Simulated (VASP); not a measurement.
# CoSi2 (Fm-3m) in VASP: a series of runs, part 2 of 2

VASP 6.6.1.

### Step 5. Single point, PBEsol+D3(BJ), collinear spin, ferromagnetic start

INCAR reads:

```
PREC     = Accurate       # precision mode
ENCUT    = 520            # plane-wave cutoff, eV
EDIFF    = 1E-6           # SCF threshold, eV
ISMEAR   = -1             # smearing method
SIGMA    = 0.3            # smearing width, eV
LREAL    = False          # projectors in reciprocal space
LASPH    = True           # aspherical terms in the spheres
NELM     = 150            # most SCF steps
ALGO     = Normal         # electronic algorithm
ISIF     = 2              # what is computed and relaxed
LWAVE    = False          # write WAVECAR
LCHARG   = False          # write CHGCAR
ISPIN    = 2              # spin polarisation
MAGMOM   = 1.18 0.17 0.17 # initial moments
LORBIT   = 11             # projections on sites
NUPDOWN  = 1.8            # fixed moment
LMAXMIX  = 4              # l up to which the mixer works
GGA      = PS             # functional
IVDW     = 12             # dispersion correction
NBANDS   = 20             # bands
```

KPOINTS reads:

```
Automatic mesh
0
Gamma
  9 9 9
```

POSCAR reads:

```
CoSi2
1.0
    3.7872640000      0.0000000000      0.0000000000
    1.8936320000      3.2798668348      0.0000000000
    1.8936320000      1.0932889449      3.0922881071
Co Si
1 2
Direct
    0.0000000000      0.0000000000      0.0000000000
    0.2500000000      0.2500000000      0.2500000000
    0.7500000000      0.7500000000      0.7500000000
```

Potentials or basis: VASP PAW PBE potentials, release 64 (Co, Si).

Launch:

```bash
> cat potpaw_PBE.64/Co/POTCAR potpaw_PBE.64/Si/POTCAR > POTCAR
> mpirun -np 1 vasp_std > vasp.out
```

OUTCAR:

```text
PREC = Accurate
   ENCUT = 520
   EDIFF = 1E-6
   ISMEAR = -1
   LREAL = False
   LASPH = True
   NELM = 150
   ISIF = 2
   ISPIN = 2
   LORBIT = 11
   NUPDOWN = 1.8
   GGA = PS
   IVDW = 12
 IVDW          = 12

 ion  position               nearest neighbor table
   1  0.000  0.000  0.000-   3 2.32   2 2.32   2 2.32   3 2.32   3 2.32   2 2.32   3 2.32   2 2.32

   2  0.250  0.250  0.250-   1 2.32   1 2.32   1 2.32   1 2.32   3 2.68   3 2.68   3 2.68   3 2.68
                             3 2.68   3 2.68
   3  0.750  0.750  0.750-   1 2.32   1 2.32   1 2.32   1 2.32   2 2.68   2 2.68   2 2.68   2 2.68
                             2 2.68   2 2.68

  LATTYP: Found a face centered cubic cell.
 ALAT       =     5.3560001130

  Lattice vectors:

 A1 = (   3.7872640000,   0.0000000000,   0.0000000000)
 A2 = (   1.8936320000,   3.2798668348,   0.0000000000)
 A3 = (   1.8936320000,   1.0932889449,   3.0922881071)

Analysis of symmetry for initial positions (statically):
=====================================================================
 Subroutine PRICEL returns:
 Original cell was already a primitive cell.

 Routine SETGRP: Setting up the symmetry group for a
 face centered cubic supercell.

 Subroutine GETGRP returns: Found 48 space group operations
 (whereof 48 operations were pure point group operations)
 out of a pool of 48 trial point group operations.

The static configuration has the point symmetry O_h .

Analysis of symmetry for dynamics (positions and initial velocities):
=====================================================================
 Subroutine PRICEL returns:
 Original cell was already a primitive cell.

 Routine SETGRP: Setting up the symmetry group for a
 face centered cubic supercell.

 Subroutine GETGRP returns: Found 48 space group operations
 (whereof 48 operations were pure point group operations)
 out of a pool of 48 trial point group operations.

The dynamic configuration has the point symmetry O_h .

Analysis of structural, dynamic, and magnetic symmetry:
=====================================================================
 Subroutine PRICEL returns:
 Original cell was already a primitive cell.

 Routine SETGRP: Setting up the symmetry group for a
 face centered cubic supercell.

 Subroutine GETGRP returns: Found 48 space group operations
 (whereof 48 operations were pure point group operations)
 out of a pool of 48 trial point group operations.

The overall configuration has the point symmetry O_h .

 Subroutine INISYM returns: Found 48 space group operations
 (whereof 48 operations are pure point group operations),
 and found     1 'primitive' translations

----------------------------------------------------------------------------------------

                                     Primitive cell

  volume of cell :      38.4115

  direct lattice vectors                    reciprocal lattice vectors
     3.787264000  0.000000000  0.000000000     0.264042855 -0.152445214 -0.107795044
     1.893632000  3.279866835  0.000000000     0.000000000  0.304890427 -0.107795044
     1.893632000  1.093288945  3.092288107     0.000000000  0.000000000  0.323385133

  length of vectors
     3.787264000  3.787264000  3.787264000     0.323385133  0.323385133  0.323385133
[... 77 lines left out ...]
   ISPIN  =      2    spin polarized calculation?
   LNONCOLLINEAR =      F non collinear calculations
   LSORBIT =      F    spin-orbit coupling
   LASPH  =      T    aspherical Exc in radial PAW
   ENCUT  =  520.0 eV  38.22 Ry    6.18 a.u.   7.04  7.04  7.04*2*pi/ulx,y,z
   NELM   =    150;   NELMIN=  2; NELMDL= -5     # of ELM steps
   EDIFF  = 0.1E-05   stopping-criterion for ELM
   LREAL  =      F    real-space projection
   EDIFFG = 0.1E-04   stopping-criterion for IOM
   NSW    =      0    number of steps for IOM
   IBRION =     -1    ionic relax: 0-MD 1-quasi-New 2-CG
   NFREE  =      0    steps in history (QN), initial steepest desc. (CG)
   ISIF   =      2    stress and relaxation
   ISYM   =      2    0-nonsym 1-usesym 2-fastsym
   POTIM  = 0.5000    time-step for ionic-motion
   TEBEG  =    0.0;   TEEND  =   0.0 temperature during run
   PSTRESS=    0.0 pullay stress
   NELECT =      17.0000    total number of electrons
   NUPDOWN=       1.8000    fix difference up-down
   EMIN   =  10.00;   EMAX   =-10.00  energy-range for DOS
   EFERMI =   0.00;   METHOD = LEGACY
   ISMEAR =    -1;   SIGMA  =   0.30  broadening in eV -4-tet -1-fermi 0-gaus
   EFERMI_NEDOS =   21; number of points for ismear=-14 and -15
   IALGO  =     38    algorithm
   IMIX   =      4    mixing-type and parameters
     AMIX     =   0.40;   BMIX     =  1.00
     AMIX_MAG =   1.60;   BMIX_MAG =  1.00
  volume/ion in A,a.u.               =      12.80        86.40
  Fermi-wavevector in a.u.,A,eV,Ry     =   1.247586  2.357596 21.177078  1.556471
  Thomas-Fermi vector in A             =   2.381712
   LORBIT       =     11    0 simple, 1 ext, 2 COOP (PROOUT), +10 PAW based schemes
   GGA     = PS    functional components
   LHFCALC =     F    Hartree Fock is set to
   AEXX    =    0.0000 exact exchange contribution
   IVDW    =    12    specifies the selected vdW correction
   LEPSILON=     F    determine dielectric tensor
   LRPA    =     F    only Hartree local field effects (RPA)
 spin polarized calculation
  energy-cutoff  :      520.00
  volume of cell :       38.41
 maximum number of plane-waves:      1044
   NGX = 15   NGY = 15   NGZ = 15

 number of electron      16.9999995 magnetization       1.7998185

 Free energy of the ion-electron system (eV)
  ---------------------------------------------------
  ext. energy  EPLUGINS =         0.00000000
  ---------------------------------------------------
  free energy    TOTEN  =       -19.91746225 eV

  energy without entropy =      -19.35530966  energy(sigma->0) =      -19.63638596

 E-fermi :   9.3795     XC(G=0): -11.8600

 val. band max:       11.7261215493   @ k =   0.2222   0.1111   0.0000
 cond. band min:       9.3876891032   @ k =  -0.3333   0.4444   0.1111
 fundamental gap:     -2.3384324461
 Fermi energy:        11.8100787751

 spin component 1

 k-point     1 :       0.0000    0.0000    0.0000
  band No.  band energies     occupation
      1      -3.2877      1.00000
      2       5.4430      1.00000
      3       5.4430      1.00000
      4       5.4430      1.00000
      5       7.3456      1.00000
      6       7.3456      1.00000
[... 541 lines left out ...]
     19      24.8314      0.00000
     20      24.8314      0.00000

 [... further k-points ...]

 spin component 2

 k-point     1 :       0.0000    0.0000    0.0000
  band No.  band energies     occupation
      1      -2.9150      1.00000
      2       6.1281      0.99998
      3       6.1281      0.99998
      4       6.1281      0.99998
      5       8.3191      0.97166
      6       8.3191      0.97166
[... 541 lines left out ...]
     19      25.2802      0.00000
     20      25.2802      0.00000

 [... further k-points ...]

------------------------ aborting loop because EDIFF is reached ----------------------------------------

 Edisp (eV)   -1.15961

 E8    (eV) :    -0.7440

  FORCE on cell =-STRESS in cart. coord.  units (eV):
  Direction    XX          YY          ZZ          XY          YZ          ZX
  --------------------------------------------------------------------------------------
  -------------------------------------------------------------------------------------
  Total       0.96889     0.96889     0.96889    -0.00000    -0.00000    -0.00000
  in kB      40.41333    40.41333    40.41333    -0.00000    -0.00000    -0.00000
  external pressure =       40.41 kB  Pullay stress =        0.00 kB

 VOLUME and BASIS-vectors are now :
 -----------------------------------------------------------------------------
  energy-cutoff  :      520.00
  volume of cell :       38.41
      direct lattice vectors                 reciprocal lattice vectors
     3.787264000  0.000000000  0.000000000     0.264042855 -0.152445214 -0.107795044
     1.893632000  3.279866835  0.000000000     0.000000000  0.304890427 -0.107795044
     1.893632000  1.093288945  3.092288107     0.000000000  0.000000000  0.323385133

 POSITION                                       TOTAL-FORCE (eV/Angst)
 -----------------------------------------------------------------------------------
      0.00000      0.00000      0.00000         0.000000     -0.000000     -0.000000
      1.89363      1.09329      0.77307        -0.000000      0.000000     -0.000000
      5.68090      3.27987      2.31922         0.000000     -0.000000      0.000000
 -----------------------------------------------------------------------------------
    total drift:                                0.000000      0.000000     -0.000000

  FREE ENERGIE OF THE ION-ELECTRON SYSTEM (eV)
  ---------------------------------------------------
  free  energy   TOTEN  =       -21.0770690793 eV

  energy  without entropy=      -20.5149164947  energy(sigma->0) =      -20.79599279

 total charge

# of ion       s       p       d       tot
------------------------------------------
    1        0.546   0.725   7.529   8.799
    2        0.759   0.861   0.000   1.620
    3        0.759   0.861   0.000   1.620
--------------------------------------------------
tot          2.064   2.447   7.529  12.039

 magnetization (x)

# of ion       s       p       d       tot
------------------------------------------
    1        0.016   0.144   0.990   1.151
    2        0.054   0.083   0.000   0.137
    3        0.054   0.083   0.000   0.137
--------------------------------------------------
tot          0.124   0.311   0.990   1.425
```

Wall time 86 s (1 thread of Intel Xeon 8259CL, shared host); peak memory 0.21 GiB.

Results:

| Item | Value |
| --- | --- |
| Free energy | -21.0771 eV |
| Pressure | 4.0 GPa |
| Net moment | 1.80 μB per cell |
| Site moments | Co +1.15; Si +0.14 μB |
| Valence electrons inside the program's atomic spheres | Co 8.80; Si 1.62 |
| Dispersion energy per atom | -0.387 eV |

Caveat: three body term missing; the cell stands under pressure; the PAW data sets were made with another functional, which shifts forces and pressure a little; the total moment is fixed, so each spin has its own Fermi level.

### Step 6. The runs side by side

```csv
spin,fixed moment (μB),pressure (GPa),moment (μB)
"collinear, zero start",0.0,-8.3,0.00
"collinear, ferromagnetic start",0.6,-6.9,0.60
"collinear, ferromagnetic start",1.2,-2.1,1.20
"collinear, ferromagnetic start",1.8,4.0,1.80
```

Alike in all rows: task single point; level PBEsol+D3(BJ); potentials or basis VASP PAW PBE potentials, release 64 (Co, Si); cell as given; k mesh 9 × 9 × 9; cutoff (eV) 520; smearing fermi-dirac 0.3 eV.

Caveats: three body term missing; the PAW data sets were made with another functional, which shifts forces and pressure a little; the total moment is fixed, so each spin has its own Fermi level; the cell stands under tension (at least some runs); the cell stands under pressure (at least some runs).

Absolute energies hang on the potentials; compare differences alone.
